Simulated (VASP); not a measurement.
# YbB2 (P6/mmm) in VASP: notebook

YbB2 is run at these levels: PBE; tasks: single point, relaxation of shape and atoms at fixed volume.

Everything below comes from runs of VASP 6.6.1. Logs are shortened: lines on timing, memory, paths and dates and some standing lists are left out, and cuts for length are marked.

## Step 1: The cell of the first run

Symmetry: P6/mmm, No. 191, hexagonal system. The conventional cell has a = 3.229 Å, b = 3.229 Å, c = 3.847 Å, α = 90.00°, β = 90.00°, γ = 120.00°. Within 3.5 Å of Yb (site symmetry 6/mmm) lie 12 B at 2.68 Å and 6 Yb at 3.23 Å. Within 2.5 Å of B (site symmetry -6m2) lie 3 B at 1.86 Å.

## Step 2: Single point, PBE

Contents of INCAR:

```
SYSTEM = YbB2
  PREC = Accurate
  ENCUT = 520
  EDIFF = 1E-7
  ISMEAR = 0
  SIGMA = 0.03
  LREAL = .FALSE.
  LASPH = .TRUE.
  NELM = 80
  ALGO = Normal
  ISIF = 2
  LWAVE = .FALSE.
  LCHARG = .TRUE.
  GGA = PE
  LELF = .TRUE.
  LVHAR = .TRUE.
  NBANDS = 22
```

Contents of KPOINTS:

```
Automatic mesh
0
G
  21 21 16
  0 0 0
```

Contents of POSCAR:

```
YbB2
1.0
    3.2287060051      0.0000000000      0.0000000000
   -1.6143530026      2.7961414218      0.0000000000
    0.0000000000      0.0000000000      3.8468011645
Yb B
1 2
Direct
    0.0000000000      0.0000000000      0.0000000000
    0.3333333333      0.6666666667      0.5000000000
    0.6666666667      0.3333333333      0.5000000000
```

Potentials or basis: VASP PAW PBE potentials, release 64 (Yb, B).

Started as:

```bash
> cat potpaw_PBE.64/Yb/POTCAR potpaw_PBE.64/B/POTCAR > POTCAR
> mpirun -np 1 vasp_std > vasp.out
```

OUTCAR:

```text
SYSTEM = YbB2
   PREC = Accurate
   ENCUT = 520
   EDIFF = 1E-7
   ISMEAR = 0
   LREAL = .FALSE.
   LASPH = .TRUE.
   NELM = 80
   ISIF = 2
   GGA = PE

 ion  position               nearest neighbor table
   1  0.000  0.000  0.000-   2 2.68   3 2.68   2 2.68   3 2.68   3 2.68   3 2.68   2 2.68   2 2.68
                             3 2.68   3 2.68   2 2.68   2 2.68
   2  0.333  0.667  0.500-   3 1.86   3 1.86   3 1.86   1 2.68   1 2.68   1 2.68   1 2.68   1 2.68
                             1 2.68
   3  0.667  0.333  0.500-   2 1.86   2 1.86   2 1.86   1 2.68   1 2.68   1 2.68   1 2.68   1 2.68
                             1 2.68

  LATTYP: Found a hexagonal cell.
 ALAT       =     3.2287060051
 C/A-ratio  =     1.1914374237

  Lattice vectors:

 A1 = (   3.2287060051,   0.0000000000,   0.0000000000)
 A2 = (  -1.6143530026,   2.7961414218,   0.0000000000)
 A3 = (   0.0000000000,   0.0000000000,   3.8468011645)

Analysis of symmetry for initial positions (statically):
=====================================================================
 Subroutine PRICEL returns:
 Original cell was already a primitive cell.

 Routine SETGRP: Setting up the symmetry group for a
 hexagonal supercell.

 Subroutine GETGRP returns: Found 24 space group operations
 (whereof 24 operations were pure point group operations)
 out of a pool of 24 trial point group operations.

The static configuration has the point symmetry D_6h.

Analysis of symmetry for dynamics (positions and initial velocities):
=====================================================================
 Subroutine PRICEL returns:
 Original cell was already a primitive cell.

 Routine SETGRP: Setting up the symmetry group for a
 hexagonal supercell.

 Subroutine GETGRP returns: Found 24 space group operations
 (whereof 24 operations were pure point group operations)
 out of a pool of 24 trial point group operations.

The dynamic configuration has the point symmetry D_6h.

 Subroutine INISYM returns: Found 24 space group operations
 (whereof 24 operations are pure point group operations),
 and found     1 'primitive' translations

----------------------------------------------------------------------------------------

                                     Primitive cell

  volume of cell :      34.7286

  direct lattice vectors                    reciprocal lattice vectors
     3.228706005  0.000000000  0.000000000     0.309721603  0.178817851  0.000000000
    -1.614353003  2.796141422  0.000000000     0.000000000  0.357635702  0.000000000
     0.000000000  0.000000000  3.846801164     0.000000000  0.000000000  0.259956249

  length of vectors
     3.228706005  3.228706005  3.846801164     0.357635702  0.357635702  0.259956249

  position of ions in fractional coordinates (direct lattice)
     0.000000000  0.000000000  0.000000000
     0.333333333  0.666666667  0.500000000
     0.666666667  0.333333333  0.500000000

  ion indices of the primitive-cell ions
   primitive index   ion index
                 1           1
                 2           2
                 3           3

----------------------------------------------------------------------------------------

 KPOINTS: Automatic mesh

Automatic generation of k-mesh.
 Grid dimensions read from file:
 generate k-points for:   21   21   16

 Generating k-lattice:

  Cartesian coordinates                     Fractional coordinates (reciprocal lattice)
     0.014748648  0.008515136  0.000000000     0.047619048  0.000000000  0.000000000
     0.000000000  0.017030272  0.000000000     0.000000000  0.047619048  0.000000000
     0.000000000  0.000000000  0.016247266     0.000000000  0.000000000  0.062500000

  Length of vectors
     0.017030272  0.017030272  0.016247266

  Shift w.r.t. Gamma in fractional coordinates (k-lattice)
     0.000000000  0.000000000  0.000000000

 Subroutine IBZKPT returns following result:
 ===========================================

 Found    432 irreducible k-points:

 Following reciprocal coordinates:
            Coordinates               Weight
  0.000000  0.000000  0.000000      1.000000
  0.047619  0.000000  0.000000      6.000000
  0.095238 -0.000000  0.000000      6.000000
  0.142857 -0.000000  0.000000      6.000000
  0.190476 -0.000000  0.000000      6.000000
  0.238095  0.000000  0.000000      6.000000
[... 16 lines left out ...]
  0.142857  0.095238  0.000000     12.000000
  0.190476  0.095238  0.000000     12.000000
 [... further k-points ...]
   k-points           NKPTS =    432   k-points in BZ     NKDIM =    432   number of bands    NBANDS=     22
   number of dos      NEDOS =    301   number of ions     NIONS =      3
   total plane-waves  NPLWV =  17280
   dimension x,y,z NGX =    24 NGY =   24 NGZ =   30
   dimension x,y,z NGXF=    48 NGYF=   48 NGZF=   60
   ions per type =               1   2
   NGX,Y,Z   is equivalent  to a cutoff of  12.36, 12.36, 12.97 a.u.
   NGXF,Y,Z  is equivalent  to a cutoff of  24.72, 24.72, 25.93 a.u.
 SYSTEM =  YbB2
   PREC   = accura    normal or accurate (medium, high low for compatibility)
   ISTART =      0    job   : 0-new  1-cont  2-samecut
   ICHARG =      2    charge: 1-file 2-atom 10-const
   ISPIN  =      1    spin polarized calculation?
   LNONCOLLINEAR =      F non collinear calculations
   LSORBIT =      F    spin-orbit coupling
   LASPH  =      T    aspherical Exc in radial PAW
   ENCUT  =  520.0 eV  38.22 Ry    6.18 a.u.   6.00  6.00  7.15*2*pi/ulx,y,z
   NELM   =     80;   NELMIN=  2; NELMDL= -5     # of ELM steps
   EDIFF  = 0.1E-06   stopping-criterion for ELM
   LREAL  =      F    real-space projection
   EDIFFG = 0.1E-05   stopping-criterion for IOM
   NSW    =      0    number of steps for IOM
   IBRION =     -1    ionic relax: 0-MD 1-quasi-New 2-CG
   NFREE  =      0    steps in history (QN), initial steepest desc. (CG)
   ISIF   =      2    stress and relaxation
   ISYM   =      2    0-nonsym 1-usesym 2-fastsym
   POTIM  = 0.5000    time-step for ionic-motion
   TEBEG  =    0.0;   TEEND  =   0.0 temperature during run
   PSTRESS=    0.0 pullay stress
   NELECT =      30.0000    total number of electrons
   NUPDOWN=      -1.0000    fix difference up-down
   EMIN   =  10.00;   EMAX   =-10.00  energy-range for DOS
   EFERMI =   0.00;   METHOD = LEGACY
   ISMEAR =     0;   SIGMA  =   0.03  broadening in eV -4-tet -1-fermi 0-gaus
   EFERMI_NEDOS =   21; number of points for ismear=-14 and -15
   IALGO  =     38    algorithm
   IMIX   =      4    mixing-type and parameters
     AMIX     =   0.40;   BMIX     =  1.00
     AMIX_MAG =   1.60;   BMIX_MAG =  1.00
  volume/ion in A,a.u.               =      11.58        78.12
  Fermi-wavevector in a.u.,A,eV,Ry     =   1.559144  2.946354 33.074795  2.430929
  Thomas-Fermi vector in A             =   2.662545
   LORBIT       =      0    0 simple, 1 ext, 2 COOP (PROOUT), +10 PAW based schemes
   GGA     = PE    functional components
   LHFCALC =     F    Hartree Fock is set to
   AEXX    =    0.0000 exact exchange contribution
   IVDW    =     0    specifies the selected vdW correction
   LEPSILON=     F    determine dielectric tensor
   LRPA    =     F    only Hartree local field effects (RPA)
 non-spin polarized calculation
 Gauss-broadening in eV      SIGMA  =   0.03
  energy-cutoff  :      520.00
  volume of cell :       34.73
 maximum number of plane-waves:       963
   NGX = 13   NGY = 13   NGZ = 15

 number of electron      29.9999994 magnetization

 Free energy of the ion-electron system (eV)
  ---------------------------------------------------
  ext. energy  EPLUGINS =         0.00000000
  ---------------------------------------------------
  free energy    TOTEN  =       -18.13444461 eV

  energy without entropy =      -18.13281763  energy(sigma->0) =      -18.13363112

 E-fermi :   3.9987     XC(G=0): -12.2132

 val. band max:        3.9979769261   @ k =   0.1905  -0.0000   0.3125
 cond. band min:       3.9987323383   @ k =   0.2857   0.2857   0.3125
 fundamental gap:      0.0007554121
 Fermi energy:         3.9987103304

 k-point     1 :       0.0000    0.0000    0.0000
  band No.  band energies     occupation
      1     -46.8770      2.00000
      2     -19.0779      2.00000
      3     -18.7147      2.00000
      4     -18.7147      2.00000
      5      -7.0732      2.00000
      6       2.3651      2.00000
[... 14 lines left out ...]
     21      10.8216      0.00000
     22      11.4690      0.00000

 k-point     2 :       0.0476    0.0000    0.0000
  band No.  band energies     occupation
      1     -46.8754      2.00000
      2     -19.0737      2.00000
      3     -18.7391      2.00000
      4     -18.7198      2.00000
      5      -7.0270      2.00000
      6       2.3541      2.00000
[... 14 lines left out ...]
     21      11.2068      0.00000
     22      11.4225      0.00000

 k-point     3 :       0.0952   -0.0000    0.0000
  band No.  band energies     occupation
      1     -46.8710      2.00000
      2     -19.0612      2.00000
      3     -18.8094      2.00000
      4     -18.7346      2.00000
      5      -6.8904      2.00000
      6       2.3229      2.00000
[... 14 lines left out ...]
     21      11.3384      0.00000
     22      11.4497      0.00000

 k-point     4 :       0.1429   -0.0000    0.0000
  band No.  band energies     occupation
      1     -46.8639      2.00000
      2     -19.0416      2.00000
      3     -18.9175      2.00000
      4     -18.7578      2.00000
      5      -6.6690      2.00000
      6       2.2764      2.00000
[... 14 lines left out ...]
     21      11.2025      0.00000
     22      12.1332      0.00000

 k-point     5 :       0.1905   -0.0000    0.0000
  band No.  band energies     occupation
      1     -46.8550      2.00000
      2     -19.0517      2.00000
      3     -19.0165      2.00000
      4     -18.7871      2.00000
      5      -6.3703      2.00000
      6       1.6453      2.00000
[... 417 lines left out ...]
 k-point    22 :       0.0952    0.0952    0.0000
  band No.  band energies     occupation
      1     -46.8599      2.00000
      2     -19.0305      2.00000
      3     -18.9713      2.00000
      4     -18.7773      2.00000
      5      -6.5391      2.00000
      6       2.0962      2.00000
[... 14 lines left out ...]
     21      11.7861      0.00000
     22      12.2990      0.00000

 k-point    23 :       0.1429    0.0952    0.0000
  band No.  band energies     occupation
      1     -46.8514      2.00000
      2     -19.0914      2.00000
      3     -19.0064      2.00000
      4     -18.8125      2.00000
      5      -6.2448      2.00000
      6       1.5202      2.00000
[... 14 lines left out ...]
     21      11.9541      0.00000
     22      12.6227      0.00000

 k-point    24 :       0.1905    0.0952    0.0000
  band No.  band energies     occupation
      1     -46.8417      2.00000
      2     -19.2227      2.00000
      3     -18.9792      2.00000
      4     -18.8523      2.00000
      5      -5.8813      2.00000
      6       0.8724      2.00000
[... 14 lines left out ...]
     21      12.0308      0.00000
     22      13.1952      0.00000

 [... further k-points ...]

------------------------ aborting loop because EDIFF is reached ----------------------------------------

  FORCE on cell =-STRESS in cart. coord.  units (eV):
  Direction    XX          YY          ZZ          XY          YZ          ZX
  --------------------------------------------------------------------------------------
  -------------------------------------------------------------------------------------
  Total        0.0477806      0.0477806      0.0702333     -0.0000000     -0.0000000      0.0000000
  in kB        2.2043199      2.2043199      3.2401594     -0.0000000     -0.0000000      0.0000000
  external PRESSURE =       2.5495997 kB  Pullay stress =       0.0000000 kB

 VOLUME and BASIS-vectors are now :
 -----------------------------------------------------------------------------
  energy-cutoff  :      520.00
  volume of cell :       34.73
      direct lattice vectors                 reciprocal lattice vectors
     3.228706005  0.000000000  0.000000000     0.309721603  0.178817851  0.000000000
    -1.614353003  2.796141422  0.000000000     0.000000000  0.357635702  0.000000000
     0.000000000  0.000000000  3.846801164     0.000000000  0.000000000  0.259956249

 POSITION                                       TOTAL-FORCE (eV/Angst)
 -----------------------------------------------------------------------------------
      0.00000      0.00000      0.00000         0.000000      0.000000      0.000000
     -0.00000      1.86409      1.92340        -0.000000      0.000000      0.000000
      1.61435      0.93205      1.92340         0.000000      0.000000      0.000000
 -----------------------------------------------------------------------------------
    total drift:                               -0.000000      0.000000     -0.000000

  FREE ENERGIE OF THE ION-ELECTRON SYSTEM (eV)
  ---------------------------------------------------
  free  energy   TOTEN  =       -18.1344446145 eV

  energy  without entropy=      -18.1328176324  energy(sigma->0) =      -18.13363112
```

It took 8.4 min on 1 thread of Intel Xeon Platinum 8488C (Sapphire Rapids), shared host; peak memory 0.47 GiB.

Results:

```yaml
Free_energy: -18.1344 eV
Pressure: 0.3 GPa
Band_gap_on_the_k_mesh: zero (bands 15 and 16 overlap by 1.26 eV)
```

Caveat: spin-orbit coupling is left out, which moves the levels of the heavy elements.

## Step 3: Single point, PBE (11.92 Å³/atom)

This run uses another cell than the first one, of 11.92 Å³/atom.

Contents of INCAR:

```
PREC = Accurate ; ENCUT = 520
EDIFF = 1E-6 ; ISMEAR = 0
SIGMA = 0.03 ; LREAL = False
LASPH = True ; NELM = 60
ALGO = Normal ; ISIF = 2
LWAVE = False ; LCHARG = False
GGA = PE ; NBANDS = 22
```

Contents of KPOINTS:

```
Automatic mesh
0
Gamma
  21 21 16
```

Contents of POSCAR:

```
YbB2
1.0
    3.2580444670      0.0000000000      0.0000000000
   -1.6290222335      2.8215492751      0.0000000000
    0.0000000000      0.0000000000      3.8911677300
Yb B
1 2
Direct
    0.0000000000      0.0000000000      0.0000000000
    0.3333333333      0.6666666667      0.5000000000
    0.6666666667      0.3333333333      0.5000000000
```

Potentials or basis: VASP PAW PBE potentials, release 64 (Yb, B).

Started as:

```bash
> cat potpaw_PBE.64/Yb/POTCAR potpaw_PBE.64/B/POTCAR > POTCAR
> mpirun -np 1 vasp_std > vasp.out
```

OUTCAR:

```text
PREC = Accurate
   ENCUT = 520
   EDIFF = 1E-6
   ISMEAR = 0
   LREAL = False
   LASPH = True
   NELM = 60
   ISIF = 2
   GGA = PE

 ion  position               nearest neighbor table
   1  0.000  0.000  0.000-   2 2.71   3 2.71   2 2.71   3 2.71   3 2.71   3 2.71   2 2.71   2 2.71
                             3 2.71   3 2.71   2 2.71   2 2.71
   2  0.333  0.667  0.500-   3 1.88   3 1.88   3 1.88   1 2.71   1 2.71   1 2.71   1 2.71   1 2.71
                             1 2.71
   3  0.667  0.333  0.500-   2 1.88   2 1.88   2 1.88   1 2.71   1 2.71   1 2.71   1 2.71   1 2.71
                             1 2.71

  LATTYP: Found a hexagonal cell.
 ALAT       =     3.2580444670
 C/A-ratio  =     1.1943261577

  Lattice vectors:

 A1 = (   3.2580444670,   0.0000000000,   0.0000000000)
 A2 = (  -1.6290222335,   2.8215492751,   0.0000000000)
 A3 = (   0.0000000000,   0.0000000000,   3.8911677300)

Analysis of symmetry for initial positions (statically):
=====================================================================
 Subroutine PRICEL returns:
 Original cell was already a primitive cell.

 Routine SETGRP: Setting up the symmetry group for a
 hexagonal supercell.

 Subroutine GETGRP returns: Found 24 space group operations
[... 169 lines left out ...]
 val. band max:        3.8383193722   @ k =   0.0952   0.0000   0.1250
 cond. band min:       3.8389666151   @ k =   0.1905   0.0000   0.3125
 fundamental gap:      0.0006472430
 Fermi energy:         3.8386254813

 k-point     1 :       0.0000    0.0000    0.0000
  band No.  band energies     occupation
      1     -47.0662      2.00000
      2     -19.2585      2.00000
      3     -18.9385      2.00000
      4     -18.9385      2.00000
      5      -7.1000      2.00000
      6       2.1982      2.00000
[... 589 lines left out ...]
     21      11.6583      0.00000
     22      12.8283      0.00000

 [... further k-points ...]

------------------------ aborting loop because EDIFF is reached ----------------------------------------

  FORCE on cell =-STRESS in cart. coord.  units (eV):
  Direction    XX          YY          ZZ          XY          YZ          ZX
  --------------------------------------------------------------------------------------
  -------------------------------------------------------------------------------------
  Total       -0.6680450     -0.6680450     -0.6401758      0.0000000      0.0000000      0.0000000
  in kB      -29.9220756    -29.9220756    -28.6738004      0.0000000      0.0000000      0.0000000
  external PRESSURE =     -29.5059839 kB  Pullay stress =       0.0000000 kB

 VOLUME and BASIS-vectors are now :
 -----------------------------------------------------------------------------
  energy-cutoff  :      520.00
  volume of cell :       35.77
      direct lattice vectors                 reciprocal lattice vectors
     3.258044467  0.000000000  0.000000000     0.306932582  0.177207609  0.000000000
    -1.629022233  2.821549275  0.000000000     0.000000000  0.354415217  0.000000000
     0.000000000  0.000000000  3.891167730     0.000000000  0.000000000  0.256992263

 POSITION                                       TOTAL-FORCE (eV/Angst)
 -----------------------------------------------------------------------------------
      0.00000      0.00000      0.00000        -0.000000      0.000000      0.000000
     -0.00000      1.88103      1.94558        -0.000000      0.000000      0.000000
      1.62902      0.94052      1.94558         0.000000     -0.000000      0.000000
 -----------------------------------------------------------------------------------
    total drift:                               -0.000000      0.000000     -0.000000

  FREE ENERGIE OF THE ION-ELECTRON SYSTEM (eV)
  ---------------------------------------------------
  free  energy   TOTEN  =       -18.1233269292 eV

  energy  without entropy=      -18.1216536963  energy(sigma->0) =      -18.12249031
```

It took 9.8 min on 1 thread of Intel Xeon Platinum 8488C (Sapphire Rapids), shared host; peak memory 0.47 GiB.

What came out:

```yaml
Free_energy: -18.1233 eV
Pressure: -3.0 GPa
Band_gap_on_the_k_mesh: zero (bands 15 and 16 overlap by 1.21 eV)
```

Levels at points of the mesh, in eV from the Fermi level:
```tsv
k point	band 12	band 13	band 14	band 15	band 16	band 17	band 18	band 19
(0.00, 0.00, 0.00)	-0.33	-0.31	-0.29	-0.29	0.05	6.26	6.33	6.33
(0.00, 0.00, 0.50)	-0.26	-0.26	0.97	0.97	3.66	3.66	3.85	4.09
```

Caveat: spin-orbit coupling is left out, which moves the levels of the heavy elements. Spin polarisation is off, so any magnetic state and its effect on volume and gap are missing.

(Continued in part 2 of 2.)
